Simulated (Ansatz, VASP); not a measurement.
# One calculation of Al, two programs

File INCAR:

```
SYSTEM = Al
PREC = Accurate
ENCUT = 500
EDIFF = 1E-6
ISMEAR = 0
SIGMA = 0.1
LREAL = .False.
LASPH = .True.
NELM = 120
ALGO = Normal
ISIF = 2
LWAVE = .False.
LCHARG = .False.
GGA = PE
IVDW = 13
NBANDS = 10
GGA_COMPAT = .False.
```

The input KPOINTS:

```
regular mesh
0
Gamma
  3 3 2
  0 0 0
```

The input POSCAR:

```
Al
1.0
    2.7979377691     -0.0181875481     -0.0458809898
   -1.4147197632      2.4219838850     -0.0075631735
   -0.0793953564     -0.0609514111      4.6883297846
Al
2
Direct
    0.6666666667      0.3333333333      0.7500000000
    0.3333333333      0.6666666667      0.2500000000
```

Input for Ansatz:

```yaml
crystal:
  lattice:
    - [2.7979377691, -0.0181875481, -0.0458809898]
    - [-1.4147197632, 2.421983885, -0.0075631735]
    - [-0.0793953564, -0.0609514111, 4.6883297846]
  atoms:
    - { symbol: Al, position: [0.6666666667, 0.3333333333, 0.75] }
    - { symbol: Al, position: [0.3333333333, 0.6666666667, 0.25] }
basis:
  ecutwfc: 420
kpoints:
  mp_grid: { grid: [3, 3, 2] }
hamiltonian:
  xc: pbe
  dispersion: d4
scf:
  occupations: { method: gaussian, width: 0.1 }
  lower_state_search: "off"
  n_extra_bands: 30
  max_iter: 30
  convergence: { dr2_threshold: "1e-11 eV" }
output:
  forces: true
  stress: true
  eigenvalues: true
```

Alike in both runs: task single point; functional PBE; dispersion D4; k mesh 3 × 3 × 2; occupations gaussian, width 0.1 eV; no spin polarisation.

|  | VASP | Ansatz |
| --- | --- | --- |
| version | VASP 6.6.1 | Ansatz 0.2.0 |
| potentials or method | VASP PAW PBE potentials, release 64 (Al), cutoff 500 eV | scalar-relativistic, plane waves, PAW |
| valence electrons in the cell | 6 | 6 |

```csv
,VASP,Ansatz,Ansatz less VASP
gap on the k mesh at the Fermi level (eV),none,none,-
pressure (GPa),1.9,1.9,+0.04
"traceless stress, the component that is largest in VASP (GPa)",-4.59,-4.59,0.000
rms of the force components (eV/Å),0.026,0.026,0.0000
```

Atom by atom the forces differ by 0.000 eV/Å (rms over components). A gap of «none» marks a metal or a gap that the smearing closes.

The k mesh is coarse, so the values compare programs but aren't converged.
